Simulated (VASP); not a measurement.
# CoO (R-3m) in VASP: notebook

The runs below take CoO through relaxation of shape and atoms at fixed volume, with PBE+U.

Everything below comes from runs of VASP 6.6.1. Logs are shortened: lines on timing, memory, paths and dates and some standing lists are left out, and cuts for length are marked.

## 1. The cell of the first run

It takes space group R-3m (No. 166, trigonal). Conventional cell: a = 3.134 Å, b = 3.134 Å, c = 7.566 Å, α = 90.00°, β = 90.00°, γ = 120.00°. Co (site symmetry -3m) has 6 O at 2.21 Å within 2.9 Å. O (site symmetry -3m) has 6 Co at 2.21 Å within 2.9 Å.

## 2. Relaxation of shape and atoms at fixed volume, PBE+U, collinear spin, ferromagnetic start (10.72 Å³/atom)

The input, INCAR:

```
PREC = Accurate
ENCUT = 600
EDIFF = 1E-7
ISMEAR = 0
SIGMA = 0.02
LREAL = False
LASPH = True
NELM = 150
ALGO = Normal
ISIF = 4
LWAVE = False
LCHARG = False
ISPIN = 2
MAGMOM = 2.88 0.24
LORBIT = 11
LMAXMIX = 4
LDAU = True
LDAUTYPE = 2
LDAUL = 2 -1
LDAUU = 3.32 0
LDAUJ = 0 0
LDAUPRINT = 1
GGA = PE
IBRION = 2
NSW = 50
EDIFFG = -0.01
```

The input, KPOINTS:

```
regular mesh
0
Gamma
  12 12 12
```

The input, POSCAR:

```
CoO
1.0
    1.5668877931      0.9046430892      2.5220173946
   -1.5668877931      0.9046430892      2.5220173946
    0.0000000000     -1.8092861783      2.5220173946
Co O
1 1
Direct
    0.0000000000      0.0000000000      0.0000000000
    0.5000000000      0.5000000000      0.5000000000
```

Potentials or basis: VASP PAW PBE potentials, release 64 (Co, O).

The run is started by

```console
$ cat potpaw_PBE.64/Co/POTCAR potpaw_PBE.64/O/POTCAR > POTCAR
$ mpirun -np 1 vasp_std > vasp.out
```

OUTCAR:

```text
PREC = Accurate
   ENCUT = 600
   EDIFF = 1E-7
   ISMEAR = 0
   LREAL = False
   LASPH = True
   NELM = 150
   ISIF = 4
   ISPIN = 2
   LORBIT = 11
   GGA = PE
   IBRION = 2
   NSW = 50
   EDIFFG = -0.01

 ion  position               nearest neighbor table
   1  0.000  0.000  0.000-   2 2.21   2 2.21   2 2.21   2 2.21   2 2.21   2 2.21
   2  0.500  0.500  0.500-   1 2.21   1 2.21   1 2.21   1 2.21   1 2.21   1 2.21

  LATTYP: Found a trigonal (rhomboedric) cell.
 ALAT       =     3.1038827642
 COS(alpha) =     0.4903228408

  Lattice vectors:

 A1 = (   1.5668877931,   0.9046430892,   2.5220173946)
 A2 = (  -1.5668877931,   0.9046430892,   2.5220173946)
 A3 = (   0.0000000000,  -1.8092861783,   2.5220173946)

Analysis of symmetry for initial positions (statically):
=====================================================================
 Subroutine PRICEL returns:
 Original cell was already a primitive cell.

 Routine SETGRP: Setting up the symmetry group for a
 trigonal (rhombohedral) supercell.

 Subroutine GETGRP returns: Found 12 space group operations
 (whereof 12 operations were pure point group operations)
 out of a pool of 12 trial point group operations.

The static configuration has the point symmetry D_3d.

Analysis of symmetry for dynamics (positions and initial velocities):
=====================================================================
 Subroutine PRICEL returns:
 Original cell was already a primitive cell.

 Routine SETGRP: Setting up the symmetry group for a
 trigonal (rhombohedral) supercell.

 Subroutine GETGRP returns: Found 12 space group operations
 (whereof 12 operations were pure point group operations)
 out of a pool of 12 trial point group operations.

The dynamic configuration has the point symmetry D_3d.

Analysis of structural, dynamic, and magnetic symmetry:
=====================================================================
 Subroutine PRICEL returns:
 Original cell was already a primitive cell.

 Routine SETGRP: Setting up the symmetry group for a
 trigonal (rhombohedral) supercell.

 Subroutine GETGRP returns: Found 12 space group operations
 (whereof 12 operations were pure point group operations)
 out of a pool of 12 trial point group operations.

[... 171 lines left out ...]
  o =  0.9648  v =  0.0000 -0.0000  1.0000 -0.0000 -0.0000  0.0000  0.0000  0.0000  0.0000  0.0000      0.0000  0.0000  0.0000  0.0000  0.0000  0.0000  0.0000  0.0000  0.0000  0.0000
  o =  0.9669  v =  0.0000  0.5811  0.0000 -0.0000  0.8139  0.0000  0.0000  0.0000  0.0000  0.0000      0.0000  0.0000  0.0000  0.0000  0.0000  0.0000  0.0000  0.0000  0.0000  0.0000
  o =  0.9669  v = -0.8139  0.0000 -0.0000 -0.5811 -0.0000  0.0000  0.0000  0.0000  0.0000  0.0000      0.0000  0.0000  0.0000  0.0000  0.0000  0.0000  0.0000  0.0000  0.0000  0.0000
  o =  1.0006  v =  0.5811  0.0000 -0.0000 -0.8139 -0.0000  0.0000  0.0000  0.0000  0.0000  0.0000      0.0000  0.0000  0.0000  0.0000  0.0000  0.0000  0.0000  0.0000  0.0000  0.0000
  o =  1.0006  v =  0.0000  0.8139 -0.0000  0.0000 -0.5811  0.0000  0.0000  0.0000  0.0000  0.0000      0.0000  0.0000  0.0000  0.0000  0.0000  0.0000  0.0000  0.0000  0.0000  0.0000

 number of electron      14.9999999 magnetization       2.9999396

 Free energy of the ion-electron system (eV)
  ---------------------------------------------------
  ext. energy  EPLUGINS =         0.00000000
  ---------------------------------------------------
  free energy    TOTEN  =       -11.38508568 eV

  energy without entropy =      -11.38478791  energy(sigma->0) =      -11.38493679

 E-fermi :   6.3527     XC(G=0): -11.7946

 val. band max:        6.3488349531   @ k =   0.3333   0.0833   0.0833
 cond. band min:       6.3545913828   @ k =   0.2500   0.1667   0.0000
 fundamental gap:      0.0057564297
 Fermi energy:         6.3527420956

 spin component 1

 k-point     1 :       0.0000    0.0000    0.0000
  band No.  band energies     occupation
      1     -12.6195      1.00000
      2       1.5192      1.00000
      3       1.5192      1.00000
      4       1.7932      1.00000
      5       1.7932      1.00000
      6       2.4723      1.00000
      7       3.9674      1.00000
      8       3.9674      1.00000
      9       4.0736      1.00000
     10       7.0738      0.00000
     11      22.8933      0.00000
     12      22.8933      0.00000
[... 745 lines left out ...]
      2       0.2957      1.00000
      3       2.4770      1.00000
      4       2.9333      1.00000
      5       4.7471      1.00000
      6       6.2448      1.00000
      7       6.7515      0.00000
      8       9.2217      0.00000
      9       9.8000      0.00000
     10      13.1309      0.00000
     11      15.4754      0.00000
     12      18.1150      0.00000
     13      20.4681      0.00000

 [... further k-points ...]
[... 5 lines left out ...]
  --------------------------------------------------------------------------------------
  -------------------------------------------------------------------------------------
  Total       -2.0110368     -2.0110368     -2.0339899     -0.0000000     -0.0000000     -0.0000000
  in kB     -150.2159673   -150.2159673   -151.9304724     -0.0000000     -0.0000000     -0.0000000
  external PRESSURE =    -150.7874690 kB  Pullay stress =       0.0000000 kB

 VOLUME and BASIS-vectors are now :
 -----------------------------------------------------------------------------
  energy-cutoff  :      600.00
  volume of cell :       21.45
      direct lattice vectors                 reciprocal lattice vectors
     1.566887793  0.904643089  2.522017395     0.319103896  0.184234720  0.132169324
    -1.566887793  0.904643089  2.522017395    -0.319103896  0.184234720  0.132169324
     0.000000000 -1.809286178  2.522017395     0.000000000 -0.368469441  0.132169324

 POSITION                                       TOTAL-FORCE (eV/Angst)
 -----------------------------------------------------------------------------------
      0.00000      0.00000      0.00000         0.000000      0.000000     -0.000000
      0.00000      0.00000      3.78303        -0.000000      0.000000      0.000000
 -----------------------------------------------------------------------------------
    total drift:                                0.000000     -0.000000      0.000000

  FREE ENERGIE OF THE ION-ELECTRON SYSTEM (eV)
  ---------------------------------------------------
  free  energy   TOTEN  =       -11.3850856818 eV

  energy  without entropy=      -11.3847879055  energy(sigma->0) =      -11.38493679

 reached required accuracy - stopping structural energy minimisation

 total charge

# of ion       s       p       d       tot
------------------------------------------
    1        0.272   0.299   7.082   7.652
    2        1.551   3.395   0.000   4.946
--------------------------------------------------
tot          1.823   3.694   7.082  12.598

 magnetization (x)

# of ion       s       p       d       tot
------------------------------------------
    1        0.020   0.015   2.696   2.731
    2        0.020   0.221   0.000   0.240
--------------------------------------------------
tot          0.040   0.236   2.696   2.971
```

CONTCAR:

```text
CoO
   1.00000000000000
     1.5668877931000000    0.9046430892000000    2.5220173946000002
    -1.5668877931000000    0.9046430892000000    2.5220173946000002
     0.0000000000000000   -1.8092861783000000    2.5220173946000002
  Co              O
     1     1
Direct
     0.0000000000000000    0.0000000000000000    0.0000000000000000
     0.5000000000000000    0.5000000000000000    0.5000000000000000

  0.00000000E+00  0.00000000E+00  0.00000000E+00
  0.00000000E+00  0.00000000E+00  0.00000000E+00
```

Wall time 4.5 min (1 thread of Intel Xeon Platinum 8259CL at 2.50GHz (Skylake/Cascade Lake), shared host); peak memory 0.25 GiB.

Results:

```
Free energy                                           : -11.3851 eV
Pressure after relaxing                               : -15.1 GPa
Band gap on the k mesh                                : zero (filled and empty bands overlap)
Net moment                                            : 3.00 μB per cell
Site moments                                          : Co +2.73; O +0.24 μB
Valence electrons inside the program's atomic spheres : Co 7.65; O 4.95
```

Stress tensor (GPa, compression positive):
```
-15.02   0.00   0.00
  0.00 -15.02   0.00
  0.00   0.00 -15.19
```

Final structure:
```
CELL_PARAMETERS angstrom
1.56689 0.90464 2.52202
-1.56689 0.90464 2.52202
0.00000 -1.80929 2.52202
ATOMIC_POSITIONS crystal
Co 0.00000 0.00000 0.00000
O 0.50000 0.50000 0.50000
```

Eigenvalues of the final occupation matrices:
```
    site  spin  trace               eigenvalues
site 1 d     1   4.90  0.96 0.97 0.97 1.00 1.00
site 1 d     2   2.20  0.11 0.11 0.51 0.51 0.96
```

Caveat: a cell with one magnetic atom can't hold antiferromagnetic order, which such compounds often take. The state reached can hang on the start; a lower one may exist.

## 3. Relaxation of shape and atoms at fixed volume, PBE+U, collinear spin, ferromagnetic start (11.13 Å³/atom)

This run uses another cell than the first one, of 11.13 Å³/atom.

The input, INCAR:

```
ALGO = Normal ; EDIFF = 1E-6
EDIFFG = -0.01 ; ENCUT = 600
GGA = PE ; IBRION = 2
ISIF = 4 ; ISMEAR = 0
ISPIN = 2 ; LASPH = T
LCHARG = F ; LDAU = T
LDAUJ = 0 0 ; LDAUL = 2 -1
LDAUPRINT = 1 ; LDAUTYPE = 2
LDAUU = 3.32 0 ; LMAXMIX = 4
LORBIT = 11 ; LREAL = F
LWAVE = F ; MAGMOM = 2.88 0.24
NELM = 150 ; NSW = 50
PREC = Accurate ; SIGMA = 0.02
```

The input, KPOINTS:

```
k-points
0
Gamma
  12 12 12
```

The input, POSCAR:

```
CoO
1.0
    1.5863542282      0.9158820407      2.5533500070
   -1.5863542282      0.9158820407      2.5533500070
    0.0000000000     -1.8317640814      2.5533500070
Co O
1 1
Direct
    0.0000000000      0.0000000000      0.0000000000
    0.5000000000      0.5000000000      0.5000000000
```

Potentials or basis: VASP PAW PBE potentials, release 64 (Co, O).

The run is started by

```console
$ cat potpaw_PBE.64/Co/POTCAR potpaw_PBE.64/O/POTCAR > POTCAR
$ mpirun -np 1 vasp_std > vasp.out
```

Wall time 4.3 min (1 thread of Intel Xeon Platinum 8259CL at 2.50GHz (Skylake/Cascade Lake), shared host); peak memory 0.26 GiB.

Results (log left out):

```
Free energy                                           : -11.3009 eV
Pressure after relaxing                               : -18.8 GPa
Band gap on the k mesh                                : zero (filled and empty bands overlap)
Net moment                                            : 3.00 μB per cell
Site moments                                          : Co +2.73; O +0.24 μB
Valence electrons inside the program's atomic spheres : Co 7.61; O 4.93
```

Final structure:
```yaml
crystal:
  lattice:
    - [1.58635, 0.91588, 2.55335]
    - [-1.58635, 0.91588, 2.55335]
    - [0.00000, -1.83176, 2.55335]
  atoms:
    - { symbol: Co, position: [0.00000, 0.00000, 0.00000] }
    - { symbol: O, position: [0.50000, 0.50000, 0.50000] }
```

Levels at points of the mesh, in eV from the Fermi level:
Spin up:
| k point | band 5 | band 6 | band 7 | band 8 | band 9 | band 10 | band 11 | band 12 | band 13 |
| --- | --- | --- | --- | --- | --- | --- | --- | --- | --- |
| (0.00, 0.00, 0.00) | -4.51 | -3.85 | -2.26 | -2.26 | -2.16 | 0.56 | 16.32 | 16.32 | 16.58 |
| (0.50, 0.00, 0.00) | -4.04 | -3.58 | -3.07 | -0.66 | -0.61 | 4.99 | 8.25 | 12.64 | 12.86 |
| (0.50, 0.50, 0.00) | -4.18 | -3.87 | -3.34 | -3.34 | -3.23 | 5.10 | 9.25 | 10.62 | 14.31 |
| (0.50, 0.50, 0.50) | -4.11 | -4.11 | -2.60 | -0.63 | -0.63 | 4.92 | 8.44 | 12.45 | 12.45 |
Spin down:
```
           k point  band 3  band 4  band 5  band 6  band 7  band 8  band 9  band 10
(0.00, 0.00, 0.00)   -1.81   -1.81   -1.72   -0.70   -0.70    1.09    1.65     1.65
(0.50, 0.00, 0.00)   -3.43   -3.15   -1.48   -0.03    0.44    3.44    3.54     5.27
(0.50, 0.50, 0.00)   -2.91   -2.82   -2.47   -0.53    0.18    2.12    2.17     6.06
(0.50, 0.50, 0.50)   -3.43   -3.43   -1.21    0.39    0.39    3.44    3.44     5.21
```

Eigenvalues of the final occupation matrices:
```csv
site,spin,trace,eigenvalues
site 1 d,1,4.89,0.96 0.97 0.97 1.00 1.00
site 1 d,2,2.19,0.10 0.10 0.51 0.51 0.96
```

Caveat: a cell with one magnetic atom can't hold antiferromagnetic order, which such compounds often take. The state reached can hang on the start; a lower one may exist.
